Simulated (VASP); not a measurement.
# InSe (C2/m) in VASP: a series of runs, part 2 of 3

VASP 6.6.1. The steps go on from the part before.

### 4 Single point, LDA

This run uses another cell than the first one, of 28.56 Å³/atom.

Input file INCAR:

```
SYSTEM = InSe
PREC = Accurate
ENCUT = 520
EDIFF = 1E-6
ISMEAR = -1
SIGMA = 0.05
LREAL = .False.
LASPH = .True.
NELM = 80
ALGO = Normal
ISIF = 2
LWAVE = .False.
LCHARG = .True.
GGA = CA
LELF = .True.
LVHAR = .True.
NBANDS = 27
```

Input file KPOINTS:

```
Automatic mesh
0
Gamma
  7 7 6
  0 0 0
```

Input file POSCAR:

```
InSe
1.0
    5.8263928781     -2.0546489550      0.0000000000
    5.8263928781      2.0546489550      0.0000000000
   -1.7232330140      0.0000000000      4.7713478577
In Se
2 2
Direct
    0.8882032500      0.8882032500      0.0468413600
    0.1117967500      0.1117967500      0.9531586400
    0.6609275900      0.6609275900      0.6689556200
    0.3390724100      0.3390724100      0.3310443800
```

Potentials or basis: VASP PAW LDA potentials, release 64 (In_d, Se).

Command:

```
> cat potpaw_LDA.64/In_d/POTCAR potpaw_LDA.64/Se/POTCAR > POTCAR
> mpirun -np 1 vasp_std > vasp.out
```

OUTCAR:

```text
SYSTEM = InSe
   PREC = Accurate
   ENCUT = 520
   EDIFF = 1E-6
   ISMEAR = -1
   LREAL = .False.
   LASPH = .True.
   NELM = 80
   ISIF = 2
   GGA = CA

 ion  position               nearest neighbor table
   1  0.888  0.888  0.047-   4 2.68   4 2.68   3 2.69   2 2.80   2 3.71   2 3.71
   2  0.112  0.112  0.953-   3 2.68   3 2.68   4 2.69   1 2.80   1 3.71   1 3.71
   3  0.661  0.661  0.669-   2 2.68   2 2.68   1 2.69
   4  0.339  0.339  0.331-   1 2.68   1 2.68   2 2.69

  LATTYP: Found a base centered monoclinic cell.
 ALAT       =    11.6527857562
 B/A-ratio  =     0.3526451096
 C/A-ratio  =     0.4353462338
 COS(beta)  =    -0.3396874117

  Lattice vectors:

 A1 = (   5.8263928781,  -2.0546489550,   0.0000000000)
 A2 = (   5.8263928781,   2.0546489550,   0.0000000000)
 A3 = (  -1.7232330140,   0.0000000000,   4.7713478577)

Analysis of symmetry for initial positions (statically):
=====================================================================
 Subroutine PRICEL returns:
 Original cell was already a primitive cell.

[... 167 lines left out ...]
  ext. energy  EPLUGINS =         0.00000000
  ---------------------------------------------------
  free energy    TOTEN  =       -16.53156220 eV

  energy without entropy =      -16.53156139  energy(sigma->0) =      -16.53156179

 E-fermi :   4.2854     XC(G=0):  -9.4161

 val. band max:        3.7595744106   @ k =  -0.4286  -0.4286   0.1667
 cond. band min:       4.7671276251   @ k =   0.0000   0.0000   0.5000
 fundamental gap:      1.0075532145
 Fermi energy:         4.2853911992

 k-point     1 :       0.0000    0.0000    0.0000
  band No.  band energies     occupation
      1     -10.6856      2.00000
      2     -10.5711      2.00000
      3     -10.3806      2.00000
      4     -10.3479      2.00000
      5     -10.3089      2.00000
      6     -10.3062      2.00000
[... 709 lines left out ...]
     26      10.3418      0.00000
     27      11.5857      0.00000

 [... further k-points ...]
[... 5 lines left out ...]
  --------------------------------------------------------------------------------------
  -------------------------------------------------------------------------------------
  Total       -2.2971397     -1.8158458     -1.5970857      0.0000000      0.0000000      0.0282640
  in kB      -32.2173283    -25.4671924    -22.3990877      0.0000000      0.0000000      0.3964016
  external PRESSURE =     -26.6945361 kB  Pullay stress =       0.0000000 kB

 VOLUME and BASIS-vectors are now :
 -----------------------------------------------------------------------------
  energy-cutoff  :      520.00
  volume of cell :      114.24
      direct lattice vectors                 reciprocal lattice vectors
     5.826392878 -2.054648955  0.000000000     0.085816389 -0.243350573  0.030993681
     5.826392878  2.054648955  0.000000000     0.085816389  0.243350573  0.030993681
    -1.723233014  0.000000000  4.771347858     0.000000000  0.000000000  0.209584384

 POSITION                                       TOTAL-FORCE (eV/Angst)
 -----------------------------------------------------------------------------------
     10.26932      0.00000      0.22350        -0.060328      0.000000      0.007568
     -0.33977      0.00000      4.54785         0.060328      0.000000     -0.007568
      6.54888      0.00000      3.19182         0.002675      0.000000      0.068084
      3.38067      0.00000      1.57953        -0.002675      0.000000     -0.068084
 -----------------------------------------------------------------------------------
    total drift:                               -0.000000     -0.000000      0.000000

  FREE ENERGIE OF THE ION-ELECTRON SYSTEM (eV)
  ---------------------------------------------------
  free  energy   TOTEN  =       -16.5315621994 eV

  energy  without entropy=      -16.5315613900  energy(sigma->0) =      -16.53156179
```

OSZICAR:

```text
N       E                     dE             d eps       ncg     rms          rms(c)
DAV:   1     0.333070254013E+03    0.33307E+03   -0.17471E+04  4752   0.157E+03
DAV:   2     0.229710182083E+02   -0.31010E+03   -0.30082E+03  4791   0.384E+02
DAV:   3    -0.152933958811E+02   -0.38264E+02   -0.37622E+02  6037   0.145E+02
DAV:   4    -0.170034141644E+02   -0.17100E+01   -0.17046E+01  5760   0.311E+01
DAV:   5    -0.170604410850E+02   -0.57027E-01   -0.57018E-01  6876   0.583E+00    0.654E+00
DAV:   6    -0.165787551985E+02    0.48169E+00   -0.86456E-01  6698   0.148E+01    0.392E+00
DAV:   7    -0.165389769374E+02    0.39778E-01   -0.32699E-01  7057   0.405E+00    0.113E+00
DAV:   8    -0.165324648998E+02    0.65120E-02   -0.33473E-02  7259   0.198E+00    0.546E-01
DAV:   9    -0.165315678929E+02    0.89701E-03   -0.49406E-03  6867   0.680E-01    0.191E-01
DAV:  10    -0.165315605536E+02    0.73393E-05   -0.36708E-04  5823   0.173E-01    0.992E-02
DAV:  11    -0.165315662617E+02   -0.57081E-05   -0.12323E-04  7344   0.125E-01    0.261E-02
DAV:  12    -0.165315621531E+02    0.41086E-05   -0.21019E-05  6712   0.424E-02    0.161E-02
DAV:  13    -0.165315621994E+02   -0.46244E-07   -0.31516E-06  4545   0.115E-02
   1 F= -.16531562E+02 E0= -.16531562E+02  d E =-.809356E-06
```

stdout:

```text
POSCAR found type information on POSCAR InSe
 POSCAR found :  2 types and       4 ions
 scaLAPACK will be used
 LDA part: xc-table for (Slater(with rela. corr.)+CA(PZ))
 , standard interpolation
 POSCAR, INCAR and KPOINTS ok, starting setup
 FFT: planning ... GRIDC
 FFT: planning ... GRID_SOFT
 FFT: planning ... GRID
 WAVECAR not read
 entering main loop
```

Run time: 4.2 min. Hardware: 1 thread of Intel Xeon Platinum 8488C (Sapphire Rapids), shared host; peak memory 0.39 GiB.

What came out:

* Free energy: -16.5316 eV
* Pressure: -2.7 GPa
* Largest force: 0.068 eV/Å
* Band gap on the k mesh: 1.01 eV (least direct gap 1.08 eV)

Forces on the atoms (eV/Å):
```
In  -0.060  0.000  0.008
In   0.060  0.000 -0.008
Se   0.003  0.000  0.068
Se  -0.003  0.000 -0.068
```

Caveat: spin-orbit coupling is left out, which moves the levels of the heavy elements.

### 5 Single point, r2SCAN

This run uses another cell than the first one, of 28.56 Å³/atom.

POSCAR is that of step 4.

Input file INCAR.step1:

```
PREC = Accurate ; ENCUT = 520
ISMEAR = -1 ; SIGMA = 0.05
LREAL = F ; LASPH = T
NELM = 100 ; NBANDS = 27
GGA = PE ; ALGO = Normal
EDIFF = 1E-4 ; LWAVE = T
LCHARG = F
```

Input file INCAR.step2:

```
PREC = Accurate ; ENCUT = 520
EDIFF = 1E-6 ; ISMEAR = -1
SIGMA = 0.05 ; LREAL = F
LASPH = T ; NELM = 100
ALGO = Normal ; ISIF = 2
LWAVE = F ; LCHARG = F
METAGGA = R2SCAN ; LMIXTAU = T
NBANDS = 27 ; ISTART = 1
```

Input file KPOINTS:

```
regular mesh
0
Gamma
  7 7 6
```

Potentials or basis: VASP PAW PBE potentials, release 64 (In_d, Se).

Command:

```
> cat potpaw_PBE.64/In_d/POTCAR potpaw_PBE.64/Se/POTCAR > POTCAR
> cp INCAR.step1 INCAR
> mpirun -np 1 vasp_std > vasp.out
> cp INCAR.step2 INCAR
> mpirun -np 1 vasp_std > vasp.out
```

OUTCAR:

```text
PREC = Accurate
   ENCUT = 520
   EDIFF = 1E-6
   ISMEAR = -1
   LREAL = F
   LASPH = T
   NELM = 100
   ISIF = 2
   METAGGA = R2SCAN
   ISTART = 1

 ion  position               nearest neighbor table
   1  0.888  0.888  0.047-   4 2.68   4 2.68   3 2.69   2 2.80   2 3.71   2 3.71
   2  0.112  0.112  0.953-   3 2.68   3 2.68   4 2.69   1 2.80   1 3.71   1 3.71
   3  0.661  0.661  0.669-   2 2.68   2 2.68   1 2.69
   4  0.339  0.339  0.331-   1 2.68   1 2.68   2 2.69

  LATTYP: Found a base centered monoclinic cell.
 ALAT       =    11.6527857562
 B/A-ratio  =     0.3526451096
 C/A-ratio  =     0.4353462338
 COS(beta)  =    -0.3396874117

  Lattice vectors:

 A1 = (   5.8263928781,  -2.0546489550,   0.0000000000)
 A2 = (   5.8263928781,   2.0546489550,   0.0000000000)
 A3 = (  -1.7232330140,   0.0000000000,   4.7713478577)

Analysis of symmetry for initial positions (statically):
=====================================================================
 Subroutine PRICEL returns:
 Original cell was already a primitive cell.

 Routine SETGRP: Setting up the symmetry group for a
 base centered monoclinic supercell.
[... 165 lines left out ...]
  ext. energy  EPLUGINS =         0.00000000
  ---------------------------------------------------
  free energy    TOTEN  =       -76.35767140 eV

  energy without entropy =      -76.35767140  energy(sigma->0) =      -76.35767140

 E-fermi :   4.4629     XC(G=0):  -9.5940

 val. band max:        3.6863448847   @ k =  -0.4286  -0.4286   0.1667
 cond. band min:       5.1888690961   @ k =   0.0000   0.0000   0.5000
 fundamental gap:      1.5025242115
 Fermi energy:         4.4628910162

 k-point     1 :       0.0000    0.0000    0.0000
  band No.  band energies     occupation
      1     -11.3085      2.00000
      2     -11.1742      2.00000
      3     -10.9900      2.00000
      4     -10.9528      2.00000
      5     -10.9141      2.00000
      6     -10.9069      2.00000
[... 709 lines left out ...]
     26      10.8685      0.00000
     27      12.1818      0.00000

 [... further k-points ...]
[... 5 lines left out ...]
  --------------------------------------------------------------------------------------
  -------------------------------------------------------------------------------------
  Total       -0.0840132     -0.0789972     -0.0188815      0.0000000      0.0000000      0.0070908
  in kB       -1.1782827     -1.1079341     -0.2648129      0.0000000      0.0000000      0.0994481
  external PRESSURE =      -0.8503432 kB  Pullay stress =       0.0000000 kB

 VOLUME and BASIS-vectors are now :
 -----------------------------------------------------------------------------
  energy-cutoff  :      520.00
  volume of cell :      114.24
      direct lattice vectors                 reciprocal lattice vectors
     5.826392878 -2.054648955  0.000000000     0.085816389 -0.243350573  0.030993681
     5.826392878  2.054648955  0.000000000     0.085816389  0.243350573  0.030993681
    -1.723233014  0.000000000  4.771347858     0.000000000  0.000000000  0.209584384

 POSITION                                       TOTAL-FORCE (eV/Angst)
 -----------------------------------------------------------------------------------
     10.26932      0.00000      0.22350        -0.011209      0.000000     -0.005977
     -0.33977      0.00000      4.54785         0.011209      0.000000      0.005977
      6.54888      0.00000      3.19182         0.026100      0.000000     -0.009977
      3.38067      0.00000      1.57953        -0.026100      0.000000      0.009977
 -----------------------------------------------------------------------------------
    total drift:                               -0.000000     -0.000000      0.000000

  FREE ENERGIE OF THE ION-ELECTRON SYSTEM (eV)
  ---------------------------------------------------
  free  energy   TOTEN  =       -76.3576714039 eV

  energy  without entropy=      -76.3576713966  energy(sigma->0) =      -76.35767140
```

OSZICAR.step1:

```text
N       E                     dE             d eps       ncg     rms          rms(c)
DAV:   1     0.334233275274E+03    0.33423E+03   -0.17515E+04  4752   0.157E+03
DAV:   2     0.249591783856E+02   -0.30927E+03   -0.30001E+03  4796   0.384E+02
DAV:   3    -0.128601065601E+02   -0.37819E+02   -0.37213E+02  6023   0.143E+02
DAV:   4    -0.144924205112E+02   -0.16323E+01   -0.16273E+01  5768   0.304E+01
DAV:   5    -0.145453813348E+02   -0.52961E-01   -0.52953E-01  6957   0.562E+00    0.633E+00
DAV:   6    -0.140731172387E+02    0.47226E+00   -0.89798E-01  6797   0.149E+01    0.385E+00
DAV:   7    -0.140555812153E+02    0.17536E-01   -0.37651E-01  7185   0.428E+00    0.124E+00
DAV:   8    -0.140549866278E+02    0.59459E-03   -0.38765E-02  7020   0.212E+00    0.555E-01
DAV:   9    -0.140560381718E+02   -0.10515E-02   -0.62640E-03  6401   0.807E-01    0.195E-01
DAV:  10    -0.140560424375E+02   -0.42657E-05   -0.52512E-04  5886   0.198E-01
   1 F= -.14056042E+02 E0= -.14056042E+02  d E =-.241002E-06
```

Run time: 19 min. Hardware: 1 thread of Intel Xeon Platinum 8259CL at 2.50GHz (Skylake/Cascade Lake), shared host; peak memory 0.47 GiB.

Results:

```
Free energy            : -76.3577 eV
Pressure               : -0.1 GPa
Largest force          : 0.028 eV/Å
Band gap on the k mesh : 1.50 eV (least direct gap 1.62 eV)
```

Forces in eV/Å, atoms in the order of the input:
```
In  -0.011  0.000 -0.006
In   0.011  0.000  0.006
Se   0.026  0.000 -0.010
Se  -0.026  0.000  0.010
```

Stress tensor (GPa, compression positive):
```
-0.12  0.00  0.01
 0.00 -0.11  0.00
 0.01  0.00 -0.03
```

Caveat: the PAW data sets were made with another functional, which shifts forces and pressure a little; spin-orbit coupling is left out, which moves the levels of the heavy elements. A k mesh can miss the band edges.

(Continued in part 3 of 3.)
